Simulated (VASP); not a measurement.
# Al (C2/m) in VASP: a series of runs

Al is run at these levels: PBE; tasks: single point.

Everything below comes from runs of VASP 6.6.1. Logs are shortened: lines on timing, memory, paths and dates and some standing lists are left out, and cuts for length are marked.

## Step 1: The cell of the first run

It takes space group C2/m (No. 12, monoclinic). The conventional cell has a = 3.893 Å, b = 3.893 Å, c = 2.873 Å, α = 90.00°, β = 132.23°, γ = 90.00°. Within 3.6 Å of Al (site symmetry 2/m) lie 12 Al at 2.75 to 2.89 Å.

## Step 2: Single point, PBE

Input file INCAR:

```
PREC = Accurate
ENCUT = 500
EDIFF = 1E-6
ISMEAR = 0
SIGMA = 0.1
LREAL = F
LASPH = T
NELM = 120
ALGO = Normal
ISIF = 2
LWAVE = F
LCHARG = F
GGA = PE
NBANDS = 10
GGA_COMPAT = F
```

Input file KPOINTS:

```
regular mesh
0
Gamma
  9 9 16
```

Input file POSCAR:

```
Al
1.0
    3.8926812053      0.0000000000      0.0137613515
    0.0000000000      3.8927055297      0.0000000000
   -1.9388675173      0.0000000000      2.1205852267
Al
2
Direct
    0.0000000000      0.0000000000      0.0000000000
    0.5000000000      0.5000000000      0.0000000000
```

Potentials or basis: VASP PAW PBE potentials, release 64 (Al).

The run is started by

```console
> cat potpaw_PBE.64/Al/POTCAR > POTCAR
> mpirun -np 1 vasp_std > vasp.out
```

OUTCAR:

```text
PREC = Accurate
   ENCUT = 500
   EDIFF = 1E-6
   ISMEAR = 0
   LREAL = F
   LASPH = T
   NELM = 120
   ISIF = 2
   GGA = PE

 ion  position               nearest neighbor table
   1  0.000  0.000  0.000-   2 2.75   2 2.75   2 2.75   2 2.75   2 2.88   2 2.88   2 2.88   2 2.88

   2  0.500  0.500  0.000-   1 2.75   1 2.75   1 2.75   1 2.75   1 2.88   1 2.88   1 2.88   1 2.88

  LATTYP: Found a simple monoclinic cell.
 ALAT       =     2.8733410785
 B/A-ratio  =     1.3547662541
 C/A-ratio  =     1.0070447733
 COS(beta)  =    -0.0887485725

  Lattice vectors:

 A1 = (  -1.9388675173,   0.0000000000,   2.1205852267)
 A2 = (   0.0000000000,   3.8927055297,   0.0000000000)
 A3 = (  -1.9538136880,   0.0000000000,  -2.1343465782)

Analysis of symmetry for initial positions (statically):
=====================================================================
 Subroutine PRICEL returns following result:

  LATTYP: Found a base centered monoclinic cell.
 ALAT       =     3.8927055297
 B/A-ratio  =     1.0000000000
 C/A-ratio  =     0.7381347129
 COS(beta)  =    -0.6721648190

  Lattice vectors:

 A1 = (   1.9463406027,  -1.9463527648,   0.0068806758)
 A2 = (   1.9463406027,   1.9463527649,   0.0068806758)
 A3 = (  -1.9388675173,   0.0000000000,   2.1205852267)

   2 primitive cells build up your supercell.

 Routine SETGRP: Setting up the symmetry group for a
 simple monoclinic supercell.

 Subroutine GETGRP returns: Found  4 space group operations
 (whereof  4 operations were pure point group operations)
 out of a pool of  4 trial point group operations.

The static configuration has the point symmetry C_2h.

Analysis of symmetry for dynamics (positions and initial velocities):
=====================================================================
 Subroutine PRICEL returns following result:

  LATTYP: Found a base centered monoclinic cell.
 ALAT       =     3.8927055297
 B/A-ratio  =     1.0000000000
 C/A-ratio  =     0.7381347129
 COS(beta)  =    -0.6721648190

  Lattice vectors:

 A1 = (   1.9463406027,  -1.9463527648,   0.0068806758)
 A2 = (   1.9463406027,   1.9463527649,   0.0068806758)
 A3 = (  -1.9388675173,   0.0000000000,   2.1205852267)

   2 primitive cells build up your supercell.

 Routine SETGRP: Setting up the symmetry group for a
 simple monoclinic supercell.

 Subroutine GETGRP returns: Found  4 space group operations
 (whereof  4 operations were pure point group operations)
 out of a pool of  4 trial point group operations.

The dynamic configuration has the point symmetry C_2h.

 Subroutine INISYM returns: Found  4 space group operations
 (whereof  4 operations are pure point group operations),
 and found     2 'primitive' translations

----------------------------------------------------------------------------------------

                                     Primitive cell

  volume of cell :      16.1186

  direct lattice vectors                    reciprocal lattice vectors
     1.946340603 -1.946352765  0.006880676     0.256064680 -0.256890739  0.234121922
     1.946340603  1.946352765  0.006880676     0.256064680  0.256890739  0.234121922
    -1.938867517  0.000000000  2.120585227    -0.001661709  0.000000000  0.470048623

  length of vectors
     2.752558477  2.752558477  2.873341078     0.431711763  0.431711763  0.470051560

  position of ions in fractional coordinates (direct lattice)
     0.000000000  0.000000000  0.000000000

  ion indices of the primitive-cell ions
   primitive index   ion index
                 1           1

----------------------------------------------------------------------------------------

 KPOINTS: regular mesh

Automatic generation of k-mesh.
 Grid dimensions read from file:
 generate k-points for:    9    9   16

 Generating k-lattice:

  Cartesian coordinates                     Fractional coordinates (reciprocal lattice)
     0.028451631  0.000000000  0.026013547     0.111111111  0.000000000 -0.000000000
     0.000000000  0.028543415  0.000000000     0.000000000  0.111111111  0.000000000
    -0.000103857  0.000000000  0.029378039     0.000000000  0.000000000  0.062500000

  Length of vectors
     0.038551264  0.028543415  0.029378223

  Shift w.r.t. Gamma in fractional coordinates (k-lattice)
     0.000000000  0.000000000  0.000000000

 Subroutine IBZKPT returns following result:
 ===========================================

 Found    365 irreducible k-points:

 Following reciprocal coordinates:
            Coordinates               Weight
  0.000000  0.000000  0.000000      1.000000
  0.111111  0.000000  0.000000      2.000000
  0.222222  0.000000 -0.000000      2.000000
  0.333333  0.000000 -0.000000      2.000000
  0.444444  0.000000 -0.000000      2.000000
  0.000000  0.111111  0.000000      2.000000
[... 16 lines left out ...]
  0.222222  0.444444 -0.000000      4.000000
  0.333333  0.444444 -0.000000      4.000000
 [... further k-points ...]
   k-points           NKPTS =    365   k-points in BZ     NKDIM =    365   number of bands    NBANDS=     10
   number of dos      NEDOS =    301   number of ions     NIONS =      2
   total plane-waves  NPLWV =  18816
   dimension x,y,z NGX =    28 NGY =   28 NGZ =   24
   dimension x,y,z NGXF=    56 NGYF=   56 NGZF=   48
   ions per type =               2
   NGX,Y,Z   is equivalent  to a cutoff of  11.96, 11.96, 13.89 a.u.
   NGXF,Y,Z  is equivalent  to a cutoff of  23.92, 23.92, 27.77 a.u.
 SYSTEM =  unknown system
   PREC   = accura    normal or accurate (medium, high low for compatibility)
   ISTART =      0    job   : 0-new  1-cont  2-samecut
   ICHARG =      2    charge: 1-file 2-atom 10-const
   ISPIN  =      1    spin polarized calculation?
   LNONCOLLINEAR =      F non collinear calculations
   LSORBIT =      F    spin-orbit coupling
   LASPH  =      T    aspherical Exc in radial PAW
   ENCUT  =  500.0 eV  36.75 Ry    6.06 a.u.   7.10  7.10  5.24*2*pi/ulx,y,z
   NELM   =    120;   NELMIN=  2; NELMDL= -5     # of ELM steps
   EDIFF  = 0.1E-05   stopping-criterion for ELM
   LREAL  =      F    real-space projection
[... 7 lines left out ...]
   TEBEG  =    0.0;   TEEND  =   0.0 temperature during run
   PSTRESS=    0.0 pullay stress
   NELECT =       6.0000    total number of electrons
   NUPDOWN=      -1.0000    fix difference up-down
   EMIN   =  10.00;   EMAX   =-10.00  energy-range for DOS
   EFERMI =   0.00;   METHOD = LEGACY
   ISMEAR =     0;   SIGMA  =   0.10  broadening in eV -4-tet -1-fermi 0-gaus
   EFERMI_NEDOS =   21; number of points for ismear=-14 and -15
   IALGO  =     38    algorithm
   IMIX   =      4    mixing-type and parameters
     AMIX     =   0.40;   BMIX     =  1.00
     AMIX_MAG =   1.60;   BMIX_MAG =  1.00
  volume/ion in A,a.u.               =      16.12       108.77
  Fermi-wavevector in a.u.,A,eV,Ry     =   0.934701  1.766329 11.886947  0.873666
  Thomas-Fermi vector in A             =   2.061533
   LORBIT       =      0    0 simple, 1 ext, 2 COOP (PROOUT), +10 PAW based schemes
   GGA     = PE    functional components
   LHFCALC =     F    Hartree Fock is set to
   AEXX    =    0.0000 exact exchange contribution
   IVDW    =     0    specifies the selected vdW correction
   LEPSILON=     F    determine dielectric tensor
   LRPA    =     F    only Hartree local field effects (RPA)
 non-spin polarized calculation
 Gauss-broadening in eV      SIGMA  =   0.10
  energy-cutoff  :      500.00
  volume of cell :       32.24
 maximum number of plane-waves:       832
   NGX = 15   NGY = 15   NGZ = 11

 number of electron       6.0000000 magnetization

 Free energy of the ion-electron system (eV)
  ---------------------------------------------------
  ext. energy  EPLUGINS =         0.00000000
  ---------------------------------------------------
  free energy    TOTEN  =        -7.46863324 eV

  energy without entropy =       -7.46605613  energy(sigma->0) =       -7.46734468

 E-fermi :   8.2552     XC(G=0): -10.2810

 val. band max:        8.2548610890   @ k =  -0.1111   0.4444   0.3750
 cond. band min:       8.2808481457   @ k =   0.1111   0.3333   0.3750
 fundamental gap:      0.0259870567
 Fermi energy:         8.2552243416

 k-point     1 :       0.0000    0.0000    0.0000
  band No.  band energies     occupation
      1      -3.0503      2.00000
      2       5.7199      2.00000
      3       7.2622      2.00000
      4      13.1301      0.00000
      5      13.2581      0.00000
      6      13.8227      0.00000
      7      17.0034      0.00000
      8      20.4028      0.00000
      9      21.4340      0.00000
     10      21.4479      0.00000

 k-point     2 :       0.1111    0.0000    0.0000
  band No.  band energies     occupation
      1      -2.8305      2.00000
      2       5.9196      2.00000
      3       7.4664      2.00000
      4      10.3393      0.00000
      5      13.6624      0.00000
      6      15.2186      0.00000
      7      18.4054      0.00000
      8      18.7351      0.00000
      9      19.5476      0.00000
     10      21.2777      0.00000

 k-point     3 :       0.2222    0.0000   -0.0000
  band No.  band energies     occupation
      1      -2.1730      2.00000
      2       6.5192      2.00000
      3       7.2383      2.00000
      4       8.2512      1.04552
      5      14.0862      0.00000
      6      15.5289      0.00000
      7      16.2780      0.00000
      8      17.0676      0.00000
      9      21.2899      0.00000
     10      21.7719      0.00000

 k-point     4 :       0.3333    0.0000   -0.0000
  band No.  band energies     occupation
      1      -1.0839      2.00000
      2       4.6471      2.00000
      3       7.5201      2.00000
      4       9.2360      0.00000
      5      12.9395      0.00000
      6      14.6738      0.00000
      7      14.8385      0.00000
      8      17.5918      0.00000
      9      19.2227      0.00000
     10      22.6421      0.00000
[... 222 lines left out ...]
 k-point    22 :       0.1111    0.4444    0.0000
  band No.  band energies     occupation
      1      -0.9176      2.00000
      2       0.1463      2.00000
      3      12.0800      0.00000
      4      13.0700      0.00000
      5      15.3060      0.00000
      6      16.2340      0.00000
      7      16.4352      0.00000
      8      17.1279      0.00000
      9      17.9581      0.00000
     10      19.4275      0.00000

 k-point    23 :       0.2222    0.4444   -0.0000
  band No.  band energies     occupation
      1      -0.2692      2.00000
      2       0.7898      2.00000
      3       9.1363      0.00000
      4      10.1399      0.00000
      5      15.7301      0.00000
      6      16.6627      0.00000
      7      17.0556      0.00000
      8      18.1015      0.00000
      9      18.8959      0.00000
     10      19.8868      0.00000

 k-point    24 :       0.3333    0.4444   -0.0000
  band No.  band energies     occupation
      1       0.8052      2.00000
      2       1.8557      2.00000
      3       6.4899      2.00000
      4       7.5058      2.00000
      5      16.4823      0.00000
      6      17.4046      0.00000
      7      17.9818      0.00000
      8      19.2585      0.00000
      9      19.9394      0.00000
     10      20.1280      0.00000

 [... further k-points ...]
[... 5 lines left out ...]
  --------------------------------------------------------------------------------------
  -------------------------------------------------------------------------------------
  Total        0.7105412      0.7960498     -0.0040726      0.0000000      0.0000000      0.0032729
  in kB       35.3136224     39.5633662     -0.2024053      0.0000000      0.0000000      0.1626636
  external PRESSURE =      24.8915278 kB  Pullay stress =       0.0000000 kB

 VOLUME and BASIS-vectors are now :
 -----------------------------------------------------------------------------
  energy-cutoff  :      500.00
  volume of cell :       32.24
      direct lattice vectors                 reciprocal lattice vectors
     3.892681205  0.000000000  0.013761351     0.256064680  0.000000000  0.234121922
     0.000000000  3.892705530  0.000000000     0.000000000  0.256890739  0.000000000
    -1.938867517  0.000000000  2.120585227    -0.001661709  0.000000000  0.470048623

 POSITION                                       TOTAL-FORCE (eV/Angst)
 -----------------------------------------------------------------------------------
      0.00000      0.00000      0.00000         0.000000      0.000000     -0.000000
      1.94634      1.94635      0.00688        -0.000000      0.000000      0.000000
 -----------------------------------------------------------------------------------
    total drift:                               -0.000000     -0.000000     -0.000000

  FREE ENERGIE OF THE ION-ELECTRON SYSTEM (eV)
  ---------------------------------------------------
  free  energy   TOTEN  =        -7.4686332362 eV

  energy  without entropy=       -7.4660561295  energy(sigma->0) =       -7.46734468
```

It took 63 s on 1 thread of Intel Xeon 8259CL, shared host; peak memory 0.21 GiB.

What came out:

| Property | Result |
| --- | --- |
| Free energy | -7.4686 eV |
| Pressure | 2.5 GPa |
| Band gap on the k mesh | zero (bands 3 and 4 overlap by 10.40 eV) |

Stress tensor (GPa, compression positive):
```
 3.53  0.00  0.02
 0.00  3.96  0.00
 0.02  0.00 -0.02
```

Levels at points of the mesh, in eV from the Fermi level:
```tsv
k point	band 1	band 2	band 3	band 4	band 5	band 6
(0.00, 0.00, 0.00)	-11.31	-2.54	-0.99	4.87	5.00	5.57
(0.00, 0.00, 0.50)	-3.78	-2.82	-2.54	-0.99	4.90	5.01
```

## Step 3: Single point, PBE

Input file INCAR:

```
SYSTEM = Al
PREC = Accurate
ENCUT = 500
EDIFF = 1E-6
ISMEAR = 0
SIGMA = 0.1
LREAL = .False.
LASPH = .True.
NELM = 120
ALGO = Normal
ISIF = 2
LWAVE = .False.
LCHARG = .True.
GGA = PE
LELF = .True.
LVHAR = .True.
NBANDS = 10
GGA_COMPAT = .False.
```

Input file KPOINTS:

```
regular mesh
0
Gamma
  9 9 16
  0 0 0
```

POSCAR is that of step 2.

Potentials or basis: VASP PAW PBE potentials, release 64 (Al).

The run is started by

```console
> cat potpaw_PBE.64/Al/POTCAR > POTCAR
> mpirun -np 1 vasp_std > vasp.out
```

Wall time 58 s (1 thread of Intel Xeon 8259CL, shared host); peak memory 0.21 GiB.

It converged, with:

| Quantity | Value |
| --- | --- |
| Free energy | -7.4686 eV |
| Pressure | 2.5 GPa |
| Band gap on the k mesh | zero (bands 3 and 4 overlap by 10.40 eV) |

Stress tensor (GPa, compression positive):
```
 3.53  0.00  0.02
 0.00  3.96  0.00
 0.02  0.00 -0.02
```

Levels at points of the mesh, in eV from the Fermi level:
```
           k point  band 1  band 2  band 3  band 4  band 5  band 6  band 7
(0.00, 0.00, 0.00)  -11.31   -2.54   -0.99    4.87    5.00    5.57    8.75
(0.00, 0.00, 0.50)   -3.78   -2.82   -2.54   -0.99    4.90    5.01    5.54
```

## Step 4: Single point, PBE

Input file INCAR:

```
PREC = Accurate
ENCUT = 500
EDIFF = 1E-6
ISMEAR = 0
SIGMA = 0.1
LREAL = F
LASPH = T
NELM = 120
ALGO = Normal
ISIF = 2
LWAVE = F
LCHARG = T
GGA = PE
LELF = T
LVHAR = T
ISYM = 0
NBANDS = 10
GGA_COMPAT = F
```

Input file KPOINTS:

```
Automatic mesh
0
Gamma
  9 9 16
```

POSCAR is that of step 3.

The run is started by

```console
> cat potpaw_PBE.64/Al/POTCAR > POTCAR
> mpirun -np 1 vasp_std > vasp.out
```

Wall time 97 s (1 thread of Intel Xeon 8259CL, shared host); peak memory 0.27 GiB.

It converged, with:

- Free energy: -7.4686 eV
- Pressure: 2.5 GPa
- Band gap on the k mesh: zero (bands 3 and 4 overlap by 10.40 eV)

Stress tensor (GPa, compression positive):
```
 3.53  0.00  0.02
 0.00  3.96  0.00
 0.02  0.00 -0.02
```

Levels at points of the mesh, in eV from the Fermi level:
```csv
k point,band 1,band 2,band 3,band 4,band 5,band 6,band 7,band 8
"(0.00, 0.00, 0.00)",-11.31,-2.54,-0.99,4.87,5.00,5.57,8.75,12.15
"(0.00, 0.00, 0.50)",-3.78,-2.82,-2.54,-0.99,4.90,5.01,5.54,5.97
```

The gap in the log of VASP goes by the Fermi energy; the results here count the filled bands.